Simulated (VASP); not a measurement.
# WSe2 in VASP: further runs

The runs below take WSe2 through single point, with r2SCAN.

Program: VASP 6.6.1. These are calculated values, not measurements. Logs are shortened: lines on timing, memory, paths and dates and some standing lists are left out, and cuts for length are marked.

## (1) The cell of the first run

The cell holds a slab with vacuum, 3 atoms: a = 3.364 Å, b = 3.364 Å, c = 17.158 Å, α = 90.00°, β = 90.00°, γ = 120.00°.

## (2) Single point, r2SCAN (strain +0.015 along x and y, +0.030 along z)

File POSCAR:

```
WSe2
1.0
    3.3640790665      0.0000000000      0.0000000000
   -1.6820395333      2.9133779319      0.0000000000
    0.0000000000      0.0000000000     17.1584364925
W Se
1 2
Direct
    0.0000000000      0.0000000000      0.0000000000
    0.3333333333      0.6666666667      0.0997031682
    0.3333333333      0.6666666667      0.9002968318
```

File INCAR.step1:

```
PREC = Accurate ; ENCUT = 520
ISMEAR = 0 ; SIGMA = 0.05
LREAL = False ; LASPH = True
NELM = 80 ; NBANDS = 20
GGA = PE ; ALGO = Normal
EDIFF = 1E-4 ; LWAVE = True
LCHARG = False
```

File INCAR.step2:

```
PREC = Accurate ; ENCUT = 520
EDIFF = 1E-6 ; ISMEAR = 0
SIGMA = 0.05 ; LREAL = False
LASPH = True ; NELM = 80
ALGO = Normal ; ISIF = 2
LWAVE = False ; LCHARG = False
METAGGA = R2SCAN ; LMIXTAU = True
NBANDS = 20 ; ISTART = 1
```

File KPOINTS:

```
Automatic mesh
0
Gamma
  12 12 2
```

Potentials or basis: VASP PAW PBE potentials, release 64 (W_sv, Se).

Command:

```bash
> cat potpaw_PBE.64/W_sv/POTCAR potpaw_PBE.64/Se/POTCAR > POTCAR
> cp INCAR.step1 INCAR
> mpirun -np 1 vasp_std > vasp.out
> cp INCAR.step2 INCAR
> mpirun -np 1 vasp_std > vasp.out
```

OUTCAR:

```text
PREC = Accurate
   ENCUT = 520
   EDIFF = 1E-6
   ISMEAR = 0
   LREAL = False
   LASPH = True
   NELM = 80
   ISIF = 2
   METAGGA = R2SCAN
   ISTART = 1

 ion  position               nearest neighbor table
   1  0.000  0.000  0.000-   2 2.59   3 2.59   2 2.59   3 2.59   2 2.59   3 2.59
   2  0.333  0.667  0.100-   1 2.59   1 2.59   1 2.59
   3  0.333  0.667  0.900-   1 2.59   1 2.59   1 2.59

  LATTYP: Found a hexagonal cell.
 ALAT       =     3.3640790665
 C/A-ratio  =     5.1004854979

  Lattice vectors:

 A1 = (   3.3640790665,   0.0000000000,   0.0000000000)
 A2 = (  -1.6820395333,   2.9133779319,   0.0000000000)
 A3 = (   0.0000000000,   0.0000000000,  17.1584364925)

Analysis of symmetry for initial positions (statically):
=====================================================================
 Subroutine PRICEL returns:
 Original cell was already a primitive cell.

 Routine SETGRP: Setting up the symmetry group for a
 hexagonal supercell.

 Subroutine GETGRP returns: Found 12 space group operations
 (whereof 12 operations were pure point group operations)
 out of a pool of 24 trial point group operations.

The static configuration has the point symmetry D_3h.

Analysis of symmetry for dynamics (positions and initial velocities):
=====================================================================
 Subroutine PRICEL returns:
 Original cell was already a primitive cell.

 Routine SETGRP: Setting up the symmetry group for a
 hexagonal supercell.

 Subroutine GETGRP returns: Found 12 space group operations
 (whereof 12 operations were pure point group operations)
 out of a pool of 24 trial point group operations.

The dynamic configuration has the point symmetry D_3h.

 Subroutine INISYM returns: Found 12 space group operations
 (whereof 12 operations are pure point group operations),
 and found     1 'primitive' translations

----------------------------------------------------------------------------------------

                                     Primitive cell

  volume of cell :     168.1670

  direct lattice vectors                    reciprocal lattice vectors
     3.364079066  0.000000000  0.000000000     0.297258174  0.171622087  0.000000000
    -1.682039533  2.913377932  0.000000000     0.000000000  0.343244173  0.000000000
     0.000000000  0.000000000 17.158436493     0.000000000  0.000000000  0.058280368

  length of vectors
     3.364079066  3.364079067 17.158436493     0.343244173  0.343244173  0.058280368

  position of ions in fractional coordinates (direct lattice)
     0.000000000  0.000000000  0.000000000
     0.333333333  0.666666667  0.099703168
     0.333333333  0.666666667  0.900296832

  ion indices of the primitive-cell ions
   primitive index   ion index
                 1           1
                 2           2
                 3           3

----------------------------------------------------------------------------------------

 KPOINTS: Automatic mesh

Automatic generation of k-mesh.
 Grid dimensions read from file:
 generate k-points for:   12   12    2

 Generating k-lattice:

  Cartesian coordinates                     Fractional coordinates (reciprocal lattice)
     0.024771514  0.014301841  0.000000000     0.083333333  0.000000000  0.000000000
     0.000000000  0.028603681  0.000000000     0.000000000  0.083333333  0.000000000
     0.000000000  0.000000000  0.029140184     0.000000000  0.000000000  0.500000000

  Length of vectors
     0.028603681  0.028603681  0.029140184

  Shift w.r.t. Gamma in fractional coordinates (k-lattice)
     0.000000000  0.000000000  0.000000000

 Subroutine IBZKPT returns following result:
 ===========================================

 Found     38 irreducible k-points:

 Following reciprocal coordinates:
            Coordinates               Weight
  0.000000  0.000000  0.000000      1.000000
  0.083333  0.000000  0.000000      6.000000
  0.166667  0.000000  0.000000      6.000000
  0.250000  0.000000  0.000000      6.000000
  0.333333  0.000000  0.000000      6.000000
  0.416667  0.000000  0.000000      6.000000
[... 16 lines left out ...]
  0.250000  0.000000  0.500000      6.000000
  0.333333  0.000000  0.500000      6.000000
 [... further k-points ...]
   k-points           NKPTS =     38   k-points in BZ     NKDIM =     38   number of bands    NBANDS=     20
   number of dos      NEDOS =    301   number of ions     NIONS =      3
   total plane-waves  NPLWV = 100352
   dimension x,y,z NGX =    28 NGY =   28 NGZ =  128
   dimension x,y,z NGXF=    56 NGYF=   56 NGZF=  256
   ions per type =               1   2
   NGX,Y,Z   is equivalent  to a cutoff of  13.84, 13.84, 12.40 a.u.
   NGXF,Y,Z  is equivalent  to a cutoff of  27.67, 27.67, 24.80 a.u.
 SYSTEM =  unknown system
   PREC   = accura    normal or accurate (medium, high low for compatibility)
   ISTART =      1    job   : 0-new  1-cont  2-samecut
   ICHARG =      0    charge: 1-file 2-atom 10-const
   ISPIN  =      1    spin polarized calculation?
   LNONCOLLINEAR =      F non collinear calculations
   LSORBIT =      F    spin-orbit coupling
   LASPH  =      T    aspherical Exc in radial PAW
   ENCUT  =  520.0 eV  38.22 Ry    6.18 a.u.   6.25  6.25 31.90*2*pi/ulx,y,z
   NELM   =     80;   NELMIN=  2; NELMDL=  0     # of ELM steps
   EDIFF  = 0.1E-05   stopping-criterion for ELM
   LREAL  =      F    real-space projection
   EDIFFG = 0.1E-04   stopping-criterion for IOM
   NSW    =      0    number of steps for IOM
   IBRION =     -1    ionic relax: 0-MD 1-quasi-New 2-CG
   NFREE  =      0    steps in history (QN), initial steepest desc. (CG)
   ISIF   =      2    stress and relaxation
   ISYM   =      2    0-nonsym 1-usesym 2-fastsym
   POTIM  = 0.5000    time-step for ionic-motion
   TEBEG  =    0.0;   TEEND  =   0.0 temperature during run
   PSTRESS=    0.0 pullay stress
   NELECT =      26.0000    total number of electrons
   NUPDOWN=      -1.0000    fix difference up-down
   EMIN   =  10.00;   EMAX   =-10.00  energy-range for DOS
   EFERMI =   0.00;   METHOD = LEGACY
   ISMEAR =     0;   SIGMA  =   0.05  broadening in eV -4-tet -1-fermi 0-gaus
   EFERMI_NEDOS =   21; number of points for ismear=-14 and -15
   IALGO  =     38    algorithm
   IMIX   =      4    mixing-type and parameters
     AMIX     =   0.40;   BMIX     =  1.00
     AMIX_MAG =   1.60;   BMIX_MAG =  1.00
  volume/ion in A,a.u.               =      56.06       378.28
  Fermi-wavevector in a.u.,A,eV,Ry     =   0.878656  1.660420 10.504200  0.772037
  Thomas-Fermi vector in A             =   1.998773
   LORBIT       =      0    0 simple, 1 ext, 2 COOP (PROOUT), +10 PAW based schemes
   METAGGA = R2SCAN    functional components
   LHFCALC =     F    Hartree Fock is set to
   AEXX    =    0.0000 exact exchange contribution
   IVDW    =     0    specifies the selected vdW correction
   LEPSILON=     F    determine dielectric tensor
   LRPA    =     F    only Hartree local field effects (RPA)
 non-spin polarized calculation
 Gauss-broadening in eV      SIGMA  =   0.05
  energy-cutoff  :      520.00
  volume of cell :      168.17
 maximum number of plane-waves:      4576
 NGX is ok and might be reduce to    28
   NGX = 13   NGY = 13   NGZ = 63

 number of electron      25.9999996 magnetization

 Free energy of the ion-electron system (eV)
  ---------------------------------------------------
  ext. energy  EPLUGINS =         0.00000000
  ---------------------------------------------------
  free energy    TOTEN  =       -81.66069177 eV

  energy without entropy =      -81.66069177  energy(sigma->0) =      -81.66069177

 E-fermi :  -0.9029     XC(G=0):  -4.6851

 val. band max:       -1.2789404082   @ k =   0.3333   0.3333   0.5000
 cond. band min:       0.3056733369   @ k =   0.3333   0.3333   0.5000
 fundamental gap:      1.5846137451
 Fermi energy:        -0.9029320665

 k-point     1 :       0.0000    0.0000    0.0000
  band No.  band energies     occupation
      1     -77.4457      2.00000
      2     -40.9681      2.00000
      3     -40.8916      2.00000
      4     -40.8916      2.00000
      5     -16.3384      2.00000
      6     -15.1771      2.00000
[... 12 lines left out ...]
     19       4.1950      0.00000
     20       4.2714      0.00000

 k-point     2 :       0.0833    0.0000    0.0000
  band No.  band energies     occupation
      1     -77.4452      2.00000
      2     -40.9658      2.00000
      3     -40.9043      2.00000
      4     -40.8946      2.00000
      5     -16.2405      2.00000
      6     -15.1258      2.00000
[... 12 lines left out ...]
     19       4.4045      0.00000
     20       4.4689      0.00000

 k-point     3 :       0.1667    0.0000    0.0000
  band No.  band energies     occupation
      1     -77.4437      2.00000
      2     -40.9593      2.00000
      3     -40.9391      2.00000
      4     -40.9029      2.00000
      5     -15.9602      2.00000
      6     -14.9796      2.00000
[... 12 lines left out ...]
     19       4.7784      0.00000
     20       5.0852      0.00000

 k-point     4 :       0.2500    0.0000    0.0000
  band No.  band energies     occupation
      1     -77.4416      2.00000
      2     -40.9862      2.00000
      3     -40.9504      2.00000
      4     -40.9142      2.00000
      5     -15.5404      2.00000
      6     -14.7631      2.00000
[... 12 lines left out ...]
     19       5.3527      0.00000
     20       5.5456      0.00000

 k-point     5 :       0.3333    0.0000    0.0000
  band No.  band energies     occupation
      1     -77.4395      2.00000
      2     -41.0329      2.00000
      3     -40.9415      2.00000
      4     -40.9254      2.00000
      5     -15.0623      2.00000
      6     -14.5226      2.00000
[... 12 lines left out ...]
     19       5.5668      0.00000
     20       6.0064      0.00000

 k-point     6 :       0.4167    0.0000    0.0000
  band No.  band energies     occupation
      1     -77.4380      2.00000
      2     -41.0668      2.00000
      3     -40.9350      2.00000
      4     -40.9336      2.00000
      5     -14.6581      2.00000
      6     -14.3271      2.00000
[... 12 lines left out ...]
     19       5.9181      0.00000
     20       6.2374      0.00000

 k-point     7 :       0.5000    0.0000    0.0000
  band No.  band energies     occupation
      1     -77.4375      2.00000
      2     -41.0791      2.00000
      3     -40.9366      2.00000
      4     -40.9326      2.00000
      5     -14.4943      2.00000
      6     -14.2506      2.00000
[... 12 lines left out ...]
     19       6.1109      0.00000
     20       6.2293      0.00000
[... 277 lines left out ...]
 k-point    20 :       0.0000    0.0000    0.5000
  band No.  band energies     occupation
      1     -77.4458      2.00000
      2     -40.9681      2.00000
      3     -40.8916      2.00000
      4     -40.8916      2.00000
      5     -16.3384      2.00000
      6     -15.1771      2.00000
[... 12 lines left out ...]
     19       3.8791      0.00000
     20       4.6831      0.00000

 k-point    21 :       0.0833    0.0000    0.5000
  band No.  band energies     occupation
      1     -77.4452      2.00000
      2     -40.9658      2.00000
      3     -40.9043      2.00000
      4     -40.8946      2.00000
      5     -16.2405      2.00000
      6     -15.1258      2.00000
[... 12 lines left out ...]
     19       4.0078      0.00000
     20       4.9599      0.00000

 k-point    22 :       0.1667    0.0000    0.5000
  band No.  band energies     occupation
      1     -77.4437      2.00000
      2     -40.9593      2.00000
      3     -40.9391      2.00000
      4     -40.9029      2.00000
      5     -15.9602      2.00000
      6     -14.9796      2.00000
[... 12 lines left out ...]
     19       4.3814      0.00000
     20       5.6545      0.00000

 k-point    23 :       0.2500    0.0000    0.5000
  band No.  band energies     occupation
      1     -77.4416      2.00000
      2     -40.9862      2.00000
      3     -40.9504      2.00000
      4     -40.9142      2.00000
      5     -15.5404      2.00000
      6     -14.7631      2.00000
[... 12 lines left out ...]
     19       4.9819      0.00000
     20       5.9827      0.00000

 k-point    24 :       0.3333    0.0000    0.5000
  band No.  band energies     occupation
      1     -77.4395      2.00000
      2     -41.0329      2.00000
      3     -40.9415      2.00000
      4     -40.9254      2.00000
      5     -15.0622      2.00000
      6     -14.5226      2.00000
[... 12 lines left out ...]
     19       5.6779      0.00000
     20       5.7564      0.00000

 [... further k-points ...]

------------------------ aborting loop because EDIFF is reached ----------------------------------------

  FORCE on cell =-STRESS in cart. coord.  units (eV):
  Direction    XX          YY          ZZ          XY          YZ          ZX
  --------------------------------------------------------------------------------------
  -------------------------------------------------------------------------------------
  Total       -2.5006380     -2.5006380     -3.7030405      0.0000000      0.0000000      0.0000000
  in kB      -23.8243286    -23.8243286    -35.2799789      0.0000000      0.0000000      0.0000000
  external PRESSURE =     -27.6428787 kB  Pullay stress =       0.0000000 kB

 VOLUME and BASIS-vectors are now :
 -----------------------------------------------------------------------------
  energy-cutoff  :      520.00
  volume of cell :      168.17
      direct lattice vectors                 reciprocal lattice vectors
     3.364079066  0.000000000  0.000000000     0.297258174  0.171622087  0.000000000
    -1.682039533  2.913377932  0.000000000     0.000000000  0.343244173  0.000000000
     0.000000000  0.000000000 17.158436493     0.000000000  0.000000000  0.058280368

 POSITION                                       TOTAL-FORCE (eV/Angst)
 -----------------------------------------------------------------------------------
      0.00000      0.00000      0.00000        -0.000000     -0.000000      0.000000
     -0.00000      1.94225      1.71075        -0.000000     -0.000000     -1.078195
     -0.00000      1.94225     15.44769         0.000000      0.000000      1.078195
 -----------------------------------------------------------------------------------
    total drift:                               -0.000000      0.000000     -0.000000

  FREE ENERGIE OF THE ION-ELECTRON SYSTEM (eV)
  ---------------------------------------------------
  free  energy   TOTEN  =       -81.6606917672 eV

  energy  without entropy=      -81.6606917672  energy(sigma->0) =      -81.66069177
```

It took 17 min on 1 thread of Intel Xeon 8259CL, shared host; peak memory 0.42 GiB.

What came out:

* Free energy: -81.6607 eV
* Largest force: 1.078 eV/Å
* Band gap on the k mesh: 1.58 eV

Forces in eV/Å, atoms in the order of the input:
```
W    0.000  0.000  0.000
Se   0.000  0.000 -1.078
Se   0.000  0.000  1.078
```

Caveat: the cell differs from its parent crystal (strain +0.015 along x and y, +0.030 along z); there is no dipole correction, which matters where the two faces differ; the PAW data sets were made with another functional, which shifts forces and pressure a little; spin-orbit coupling is left out, which moves the levels of the heavy elements.

## (3) Single point, r2SCAN (strain +0.030 along x and y, +0.015 along z)

File POSCAR:

```
WSe2
1.0
    3.4137945207      0.0000000000      0.0000000000
   -1.7068972604      2.9564327782      0.0000000000
    0.0000000000      0.0000000000     16.9085563494
W Se
1 2
Direct
    0.0000000000      0.0000000000      0.0000000000
    0.3333333333      0.6666666667      0.0997031682
    0.3333333333      0.6666666667      0.9002968318
```

File INCAR.step1:

```
SYSTEM = WSe2
PREC = Accurate
ENCUT = 520
ISMEAR = 0
SIGMA = 0.05
LREAL = .FALSE.
LASPH = .TRUE.
NELM = 60
NBANDS = 20
GGA = PE
ALGO = Normal
EDIFF = 1E-4
LWAVE = .TRUE.
LCHARG = .FALSE.
```

File INCAR.step2:

```
SYSTEM = WSe2
PREC = Accurate
ENCUT = 520
EDIFF = 1E-6
ISMEAR = 0
SIGMA = 0.05
LREAL = .FALSE.
LASPH = .TRUE.
NELM = 60
ALGO = Normal
ISIF = 2
LWAVE = .FALSE.
LCHARG = .FALSE.
METAGGA = R2SCAN
LMIXTAU = .TRUE.
NBANDS = 20
ISTART = 1
```

File KPOINTS:

```
Automatic mesh
0
G
  12 12 2
  0 0 0
```

Potentials or basis: VASP PAW PBE potentials, release 64 (W_sv, Se).

Command:

```bash
> cat potpaw_PBE.64/W_sv/POTCAR potpaw_PBE.64/Se/POTCAR > POTCAR
> cp INCAR.step1 INCAR
> mpirun -np 1 vasp_std > vasp.out
> cp INCAR.step2 INCAR
> mpirun -np 1 vasp_std > vasp.out
```

It took 16 min on 1 thread of Intel Xeon 8259CL, shared host; peak memory 0.42 GiB.

It converged, with:

- Free energy: -81.6219 eV
- Largest force: 0.942 eV/Å
- Band gap on the k mesh: 1.40 eV

Forces on the atoms (eV/Å):
```
W    0.000  0.000  0.000
Se   0.000  0.000 -0.942
Se   0.000  0.000  0.942
```

Levels at points of the mesh, in eV from the valence-band top:
```
           k point  band 11  band 12  band 13  band 14  band 15  band 16
(0.00, 0.00, 0.00)    -1.41    -1.41    -0.13     2.79     2.79     2.91
(0.50, 0.00, 0.00)    -2.10    -1.21    -0.91     2.18     2.56     3.79
(0.00, 0.00, 0.50)    -1.41    -1.41    -0.13     2.79     2.79     2.91
(0.50, 0.00, 0.50)    -2.10    -1.21    -0.91     2.18     2.56     3.79
```

Caveat: the cell differs from its parent crystal (strain +0.030 along x and y, +0.015 along z); there is no dipole correction, which matters where the two faces differ; the PAW data sets were made with another functional, which shifts forces and pressure a little; spin-orbit coupling is left out, which moves the levels of the heavy elements.

## (4) Single point, r2SCAN (strain +0.030 along x and y, +0.030 along z)

Changes to POSCAR since step 3:

```diff
@@ -4,3 +4,3 @@
    -1.7068972604      2.9564327782      0.0000000000
-    0.0000000000      0.0000000000     16.9085563494
+    0.0000000000      0.0000000000     17.1584364925
 W Se
```

File INCAR.step1:

```
PREC = Accurate
ENCUT = 520
ISMEAR = 0
SIGMA = 0.05
LREAL = F
LASPH = T
NELM = 60
NBANDS = 20
GGA = PE
ALGO = Normal
EDIFF = 1E-4
LWAVE = T
LCHARG = F
```

File INCAR.step2:

```
PREC = Accurate
ENCUT = 520
EDIFF = 1E-7
ISMEAR = 0
SIGMA = 0.05
LREAL = F
LASPH = T
NELM = 60
ALGO = Normal
ISIF = 2
LWAVE = F
LCHARG = F
METAGGA = R2SCAN
LMIXTAU = T
NBANDS = 20
ISTART = 1
```

File KPOINTS:

```
regular mesh
0
Gamma
  12 12 2
```

Command:

```bash
> cat potpaw_PBE.64/W_sv/POTCAR potpaw_PBE.64/Se/POTCAR > POTCAR
> cp INCAR.step1 INCAR
> mpirun -np 1 vasp_std > vasp.out
> cp INCAR.step2 INCAR
> mpirun -np 1 vasp_std > vasp.out
```

Run time: 23 min. Hardware: 1 thread of Intel Xeon 8259CL, shared host; peak memory 0.43 GiB.

The run converged. Its results:

- Free energy: -81.5656 eV
- Largest force: 1.312 eV/Å
- Band gap on the k mesh: 1.44 eV

Forces in eV/Å, atoms in the order of the input:
```
W    0.000  0.000  0.000
Se   0.000  0.000 -1.312
Se   0.000  0.000  1.312
```

Levels at points of the mesh, in eV from the valence-band top:
| k point | band 10 | band 11 | band 12 | band 13 | band 14 | band 15 | band 16 | band 17 |
| --- | --- | --- | --- | --- | --- | --- | --- | --- |
| (0.00, 0.00, 0.00) | -2.12 | -1.34 | -1.34 | -0.22 | 2.75 | 2.75 | 2.83 | 2.83 |
| (0.50, 0.00, 0.00) | -2.96 | -2.17 | -1.15 | -0.93 | 2.18 | 2.54 | 3.70 | 4.11 |
| (0.00, 0.00, 0.50) | -2.12 | -1.34 | -1.34 | -0.22 | 2.75 | 2.75 | 2.83 | 2.83 |
| (0.50, 0.00, 0.50) | -2.96 | -2.17 | -1.15 | -0.93 | 2.18 | 2.54 | 3.70 | 4.11 |

Caveat: the cell differs from its parent crystal (strain +0.030 along x and y, +0.030 along z); there is no dipole correction, which matters where the two faces differ; the PAW data sets were made with another functional, which shifts forces and pressure a little; spin-orbit coupling is left out, which moves the levels of the heavy elements.

## (5) Overview

```csv
cell,gap on the mesh (eV),largest force (eV/Å)
"a = 3.364, b = 3.364, c = 17.158 Å, angles 90.0, 90.0, 120.0°, 3 atoms",1.58,1.08
"a = 3.414, b = 3.414, c = 16.909 Å, angles 90.0, 90.0, 120.0°, 3 atoms",1.40,0.94
"a = 3.414, b = 3.414, c = 17.158 Å, angles 90.0, 90.0, 120.0°, 3 atoms",1.44,1.31
```

Alike in all rows: task single point; level r2SCAN; potentials or basis VASP PAW PBE potentials, release 64 (W_sv, Se); no spin polarisation; k mesh 12 × 12 × 2; cutoff (eV) 520; smearing gaussian 0.05 eV.

Caveats: there is no dipole correction, which matters where the two faces differ; the PAW data sets were made with another functional, which shifts forces and pressure a little; spin-orbit coupling is left out, which moves the levels of the heavy elements.

Absolute energies hang on the potentials; compare differences alone.
